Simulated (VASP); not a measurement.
# SiC (P6_3mc) in VASP: settings compared

Aim: see how the results for SiC move with the level of theory and the settings. Levels: LDA, PBE, PBEsol. Tasks: relaxation of cell and atoms.

All numbers are computed with VASP 6.6.1; they aren't measurements. Logs are shortened: lines on timing, memory, paths and dates and some standing lists are left out, and cuts for length are marked.

### 1 The cell of the first run

Symmetry: P6_3mc, No. 186, hexagonal system. Conventional cell: a = 3.095 Å, b = 3.095 Å, c = 15.186 Å, α = 90.00°, β = 90.00°, γ = 120.00°. Si (site symmetry 3m) has 4 C at 1.90 Å within 2.5 Å. Si (site symmetry 3m) has 4 C at 1.89 to 1.90 Å within 2.5 Å. Within 2.5 Å of Si (site symmetry 3m) lie 4 C at 1.89 to 1.90 Å. Within 2.5 Å of C (site symmetry 3m) lie 4 Si at 1.89 to 1.90 Å. Within 2.5 Å of C (site symmetry 3m) lie 4 Si at 1.90 Å. Within 2.5 Å of C (site symmetry 3m) lie 4 Si at 1.89 to 1.90 Å.

### 2 Relaxation of cell and atoms, LDA

The input, INCAR:

```
SYSTEM = SiC
ALGO     = Normal         ! electronic algorithm
EDIFF    = 1E-6           ! SCF threshold, eV
EDIFFG   = -0.005         ! ionic threshold
ENCUT    = 600            ! plane-wave cutoff, eV
GGA      = CA             ! functional
IBRION   = 2              ! ionic algorithm
ISIF     = 3              ! what is computed and relaxed
ISMEAR   = -1             ! smearing method
LASPH    = .TRUE.         ! aspherical terms in the spheres
LCHARG   = .FALSE.        ! write CHGCAR
LREAL    = .FALSE.        ! projectors in reciprocal space
LWAVE    = .FALSE.        ! write WAVECAR
NELM     = 80             ! most SCF steps
NSW      = 80             ! ionic steps
PREC     = Accurate       ! precision mode
SIGMA    = 0.02           ! smearing width, eV
```

The input, KPOINTS:

```
k-points
0
G
  12 12 2
  0 0 0
```

The input, POSCAR:

```
SiC
1.0
    3.0949980798      0.0000000000      0.0000000000
   -1.5474990399      2.6803469618      0.0000000000
    0.0000000000      0.0000000000     15.1864402053
Si C
6 6
Direct
    0.0000000000      0.0000000000      0.1250399229
    0.0000000000      0.0000000000      0.6250399229
    0.3333333333      0.6666666667      0.2918177964
    0.6666666667      0.3333333333      0.7918177964
    0.3333333333      0.6666666667      0.9583095055
    0.6666666667      0.3333333333      0.4583095055
    0.0000000000      0.0000000000     -0.0003123160
    0.0000000000      0.0000000000      0.4996876840
    0.3333333333      0.6666666667      0.1668296848
    0.6666666667      0.3333333333      0.6668296848
    0.3333333333      0.6666666667      0.8333154064
    0.6666666667      0.3333333333      0.3333154064
```

Potentials or basis: VASP PAW LDA potentials, release 64 (Si, C).

Started as:

```
> cat potpaw_LDA.64/Si/POTCAR potpaw_LDA.64/C/POTCAR > POTCAR
> mpirun -np 1 vasp_std > vasp.out
```

OUTCAR:

```text
SYSTEM = SiC
   EDIFF = 1E-6
   EDIFFG = -0.005
   ENCUT = 600
   GGA = CA
   IBRION = 2
   ISIF = 3
   ISMEAR = -1
   LASPH = .TRUE.
   LREAL = .FALSE.
   NELM = 80
   NSW = 80
   PREC = Accurate

 ion  position               nearest neighbor table
   1  0.000  0.000  0.125-   9 1.90   9 1.90   9 1.90   7 1.90   5 3.10   5 3.10   5 3.10   3 3.10
                             3 3.10   3 3.10
   2  0.000  0.000  0.625-  10 1.90  10 1.90  10 1.90   8 1.90   6 3.10   6 3.10   6 3.10   4 3.10
                             4 3.10   4 3.10
   3  0.333  0.667  0.292-  12 1.89  12 1.89  12 1.89   9 1.90   6 3.10   6 3.10   6 3.10   1 3.10
                             1 3.10   1 3.10
   4  0.667  0.333  0.792-  11 1.89  11 1.89  11 1.89  10 1.90   5 3.10   5 3.10   5 3.10   2 3.10
                             2 3.10   2 3.10
   5  0.333  0.667  0.958-   7 1.89   7 1.89   7 1.89  11 1.90   4 3.10   4 3.10   4 3.10   1 3.10
                             1 3.10   1 3.10
   6  0.667  0.333  0.458-   8 1.89   8 1.89   8 1.89  12 1.90   3 3.10   3 3.10   3 3.10   2 3.10
                             2 3.10   2 3.10
   7  0.000  0.000  1.000-   5 1.89   5 1.89   5 1.89   1 1.90
   8  0.000  0.000  0.500-   6 1.89   6 1.89   6 1.89   2 1.90
   9  0.333  0.667  0.167-   1 1.90   1 1.90   1 1.90   3 1.90
  10  0.667  0.333  0.667-   2 1.90   2 1.90   2 1.90   4 1.90
  11  0.333  0.667  0.833-   4 1.89   4 1.89   4 1.89   5 1.90
  12  0.667  0.333  0.333-   3 1.89   3 1.89   3 1.89   6 1.90

  LATTYP: Found a hexagonal cell.
 ALAT       =     3.0949980798
 C/A-ratio  =     4.9067688618

  Lattice vectors:

 A1 = (   3.0949980798,   0.0000000000,   0.0000000000)
 A2 = (  -1.5474990399,   2.6803469618,   0.0000000000)
 A3 = (   0.0000000000,   0.0000000000,  15.1864402053)

Analysis of symmetry for initial positions (statically):
=====================================================================
 Subroutine PRICEL returns:
 Original cell was already a primitive cell.

 Routine SETGRP: Setting up the symmetry group for a
 hexagonal supercell.

 Subroutine GETGRP returns: Found 12 space group operations
 (whereof  6 operations were pure point group operations)
 out of a pool of 24 trial point group operations.

The static configuration has the point symmetry C_3v.
 The point group associated with its full space group is C_6v.

Analysis of symmetry for dynamics (positions and initial velocities):
=====================================================================
 Subroutine PRICEL returns:
 Original cell was already a primitive cell.

 Routine SETGRP: Setting up the symmetry group for a
 hexagonal supercell.

 Subroutine GETGRP returns: Found 12 space group operations
 (whereof  6 operations were pure point group operations)
 out of a pool of 24 trial point group operations.

The dynamic configuration has the point symmetry C_3v.
 The point group associated with its full space group is C_6v.

 Subroutine INISYM returns: Found 12 space group operations
 (whereof  6 operations are pure point group operations),
 and found     1 'primitive' translations

----------------------------------------------------------------------------------------

                                     Primitive cell

  volume of cell :     125.9817

  direct lattice vectors                    reciprocal lattice vectors
     3.094998080  0.000000000  0.000000000     0.323101978  0.186543014  0.000000000
    -1.547499040  2.680346962  0.000000000     0.000000000  0.373086027  0.000000000
     0.000000000  0.000000000 15.186440205     0.000000000  0.000000000  0.065848216

  length of vectors
     3.094998080  3.094998080 15.186440205     0.373086027  0.373086027  0.065848216

  position of ions in fractional coordinates (direct lattice)
     0.000000000  0.000000000  0.125039923
     0.000000000  0.000000000  0.625039923
     0.333333333  0.666666667  0.291817796
     0.666666667  0.333333333  0.791817796
     0.333333333  0.666666667  0.958309505
     0.666666667  0.333333333  0.458309505
     0.000000000  0.000000000  0.999687684
     0.000000000  0.000000000  0.499687684
     0.333333333  0.666666667  0.166829685
     0.666666667  0.333333333  0.666829685
     0.333333333  0.666666667  0.833315406
     0.666666667  0.333333333  0.333315406

  ion indices of the primitive-cell ions
   primitive index   ion index
                 1           1
                 2           2
                 3           3
                 4           4
                 5           5
                 6           6
                 7           7
                 8           8
                 9           9
                10          10
                11          11
                12          12

----------------------------------------------------------------------------------------

 KPOINTS: k-points

Automatic generation of k-mesh.
 Grid dimensions read from file:
 generate k-points for:   12   12    2

 Generating k-lattice:

  Cartesian coordinates                     Fractional coordinates (reciprocal lattice)
     0.026925165  0.015545251  0.000000000     0.083333333  0.000000000  0.000000000
     0.000000000  0.031090502  0.000000000     0.000000000  0.083333333  0.000000000
     0.000000000  0.000000000  0.032924108     0.000000000  0.000000000  0.500000000

  Length of vectors
     0.031090502  0.031090502  0.032924108

  Shift w.r.t. Gamma in fractional coordinates (k-lattice)
     0.000000000  0.000000000  0.000000000

 Subroutine IBZKPT returns following result:
 ===========================================

 Found     38 irreducible k-points:

 Following reciprocal coordinates:
            Coordinates               Weight
  0.000000  0.000000  0.000000      1.000000
  0.083333  0.000000  0.000000      6.000000
  0.166667  0.000000  0.000000      6.000000
  0.250000  0.000000  0.000000      6.000000
  0.333333  0.000000  0.000000      6.000000
  0.416667  0.000000  0.000000      6.000000
[... 16 lines left out ...]
  0.250000  0.000000  0.500000      6.000000
  0.333333  0.000000  0.500000      6.000000
 [... further k-points ...]
   k-points           NKPTS =     38   k-points in BZ     NKDIM =     38   number of bands    NBANDS=     31
   number of dos      NEDOS =    301   number of ions     NIONS =     12
   total plane-waves  NPLWV =  98784
   dimension x,y,z NGX =    28 NGY =   28 NGZ =  126
   dimension x,y,z NGXF=    56 NGYF=   56 NGZF=  252
   ions per type =               6   6
   NGX,Y,Z   is equivalent  to a cutoff of  15.04, 15.04, 13.79 a.u.
   NGXF,Y,Z  is equivalent  to a cutoff of  30.08, 30.08, 27.59 a.u.
 SYSTEM =  SiC
   PREC   = accura    normal or accurate (medium, high low for compatibility)
   ISTART =      0    job   : 0-new  1-cont  2-samecut
   ICHARG =      2    charge: 1-file 2-atom 10-const
   ISPIN  =      1    spin polarized calculation?
   LNONCOLLINEAR =      F non collinear calculations
   LSORBIT =      F    spin-orbit coupling
   LASPH  =      T    aspherical Exc in radial PAW
   ENCUT  =  600.0 eV  44.10 Ry    6.64 a.u.   6.18  6.18 30.33*2*pi/ulx,y,z
   NELM   =     80;   NELMIN=  2; NELMDL= -5     # of ELM steps
   EDIFF  = 0.1E-05   stopping-criterion for ELM
   LREAL  =      F    real-space projection
   EDIFFG = -.5E-02   stopping-criterion for IOM
   NSW    =     80    number of steps for IOM
   IBRION =      2    ionic relax: 0-MD 1-quasi-New 2-CG
   NFREE  =      1    steps in history (QN), initial steepest desc. (CG)
   ISIF   =      3    stress and relaxation
   ISYM   =      2    0-nonsym 1-usesym 2-fastsym
   POTIM  = 0.5000    time-step for ionic-motion
   TEBEG  =    0.0;   TEEND  =   0.0 temperature during run
   PSTRESS=    0.0 pullay stress
   NELECT =      48.0000    total number of electrons
   NUPDOWN=      -1.0000    fix difference up-down
   EMIN   =  10.00;   EMAX   =-10.00  energy-range for DOS
   EFERMI =   0.00;   METHOD = LEGACY
   ISMEAR =    -1;   SIGMA  =   0.02  broadening in eV -4-tet -1-fermi 0-gaus
   EFERMI_NEDOS =   21; number of points for ismear=-14 and -15
   IALGO  =     38    algorithm
   IMIX   =      4    mixing-type and parameters
     AMIX     =   0.40;   BMIX     =  1.00
     AMIX_MAG =   1.60;   BMIX_MAG =  1.00
  volume/ion in A,a.u.               =      10.50        70.85
  Fermi-wavevector in a.u.,A,eV,Ry     =   1.186823  2.242771 19.164485  1.408550
  Thomas-Fermi vector in A             =   2.322988
   LORBIT       =      0    0 simple, 1 ext, 2 COOP (PROOUT), +10 PAW based schemes
   GGA     = CA    functional components
   LHFCALC =     F    Hartree Fock is set to
   AEXX    =    0.0000 exact exchange contribution
   IVDW    =     0    specifies the selected vdW correction
   LEPSILON=     F    determine dielectric tensor
   LRPA    =     F    only Hartree local field effects (RPA)
 conjugate gradient relaxation of ions
 non-spin polarized calculation
  energy-cutoff  :      600.00
  volume of cell :      125.98
 maximum number of plane-waves:      4232
 NGX is ok and might be reduce to    28
   NGX = 13   NGY = 13   NGZ = 61

--------------------------------------- Ionic step        1  -------------------------------------------

 number of electron      47.9999999 magnetization

 Free energy of the ion-electron system (eV)
  ---------------------------------------------------
  ext. energy  EPLUGINS =         0.00000000
  ---------------------------------------------------
  free energy    TOTEN  =       -99.78962233 eV

  energy without entropy =      -99.78962233  energy(sigma->0) =      -99.78962233

------------------------ aborting loop because EDIFF is reached ----------------------------------------

  FORCE on cell =-STRESS in cart. coord.  units (eV):
  Direction    XX          YY          ZZ          XY          YZ          ZX
  --------------------------------------------------------------------------------------
  -------------------------------------------------------------------------------------
  Total       -5.7288489     -5.7288489     -5.6795149      0.0000000      0.0000000      0.0000000
  in kB      -72.8568796    -72.8568796    -72.2294720      0.0000000      0.0000000      0.0000000
  external PRESSURE =     -72.6477437 kB  Pullay stress =       0.0000000 kB
[... 215 lines left out ...]
  energy  without entropy=      -99.8873818192  energy(sigma->0) =      -99.88738182

--------------------------------------- Ionic step        6  -------------------------------------------

 number of electron      47.9999997 magnetization

 Free energy of the ion-electron system (eV)
  ---------------------------------------------------
  ext. energy  EPLUGINS =         0.00000000
  ---------------------------------------------------
  free energy    TOTEN  =       -99.88739871 eV

  energy without entropy =      -99.88739871  energy(sigma->0) =      -99.88739871

 E-fermi :   8.7647     XC(G=0): -11.6367

 val. band max:        8.3268102868   @ k =   0.0000   0.0000   0.0000
 cond. band min:      10.2933712471   @ k =   0.5000   0.0000   0.0000
 fundamental gap:      1.9665609603
 Fermi energy:         8.7647274887

 k-point     1 :       0.0000    0.0000    0.0000
  band No.  band energies     occupation
      1      -7.1926      2.00000
      2      -6.6609      2.00000
      3      -6.6253      2.00000
      4      -5.0940      2.00000
      5      -5.0655      2.00000
      6      -3.5020      2.00000
[... 805 lines left out ...]
     30      13.6252      0.00000
     31      14.4636      0.00000

 [... further k-points ...]

------------------------ aborting loop because EDIFF is reached ----------------------------------------

  FORCE on cell =-STRESS in cart. coord.  units (eV):
  Direction    XX          YY          ZZ          XY          YZ          ZX
  --------------------------------------------------------------------------------------
  -------------------------------------------------------------------------------------
  Total        0.0003099      0.0003099      0.0035546      0.0000000      0.0000000     -0.0000000
  in kB        0.0040774      0.0040774      0.0467637      0.0000000      0.0000000     -0.0000000
  external PRESSURE =       0.0183062 kB  Pullay stress =       0.0000000 kB
[... 27 lines left out ...]
  FREE ENERGIE OF THE ION-ELECTRON SYSTEM (eV)
  ---------------------------------------------------
  free  energy   TOTEN  =       -99.8873987122 eV

  energy  without entropy=      -99.8873987122  energy(sigma->0) =      -99.88739871

 reached required accuracy - stopping structural energy minimisation
```

Run time: 5.2 min. Hardware: 1 thread of Intel Xeon 6975P-C (Granite Rapids), shared host; peak memory 0.32 GiB.

What came out:

```yaml
Free_energy: -99.8874 eV
Relaxed_volume: 10.15 Å³/atom
Relaxed_cell: a = 3.060 Å, b = 3.060 Å, c = 15.016 Å, α = 90.00°, β = 90.00°, γ = 120.00°
Space_group_after_relaxing_to_0.1_Å: P6_3mc (No. 186)
Energy_gained_by_relaxing: 8.1 meV/atom
Ionic_steps: 6
Pressure_after_relaxing: 0.0 GPa
Band_gap_on_the_k_mesh: 1.97 eV (least direct gap 3.07 eV)
```

The path:
| step | energy change (eV) | largest force (eV/Å) | pressure (GPa) | volume (Å³) |
| --- | --- | --- | --- | --- |
| 1 | 0.0000 | 0.0115 | -7.26 | 125.98 |
| 2 | 0.0165 | 0.0347 | 8.79 | 117.50 |
| 3 | -0.0978 | 0.0091 | -0.06 | 121.81 |
| 4 | -0.0978 | 0.0096 | 0.10 | 121.73 |
| 5 | -0.0978 | 0.0098 | -0.09 | 121.83 |
| 6 | -0.0978 | 0.0014 | 0.00 | 121.78 |

Final structure:
```
Si C
1.0
     3.06022    0.00000    0.00000
    -1.53011    2.65023    0.00000
     0.00000    0.00000   15.01586
Si C
6 6
Direct
  0.00000 0.00000 0.12504
  0.00000 0.00000 0.62504
  0.33333 0.66667 0.29182
  0.66667 0.33333 0.79182
  0.33333 0.66667 0.95830
  0.66667 0.33333 0.45830
  0.00000 0.00000 0.99969
  0.00000 0.00000 0.49969
  0.33333 0.66667 0.16683
  0.66667 0.33333 0.66683
  0.33333 0.66667 0.83332
  0.66667 0.33333 0.33332
```

(Continued in part 2 of 3.)
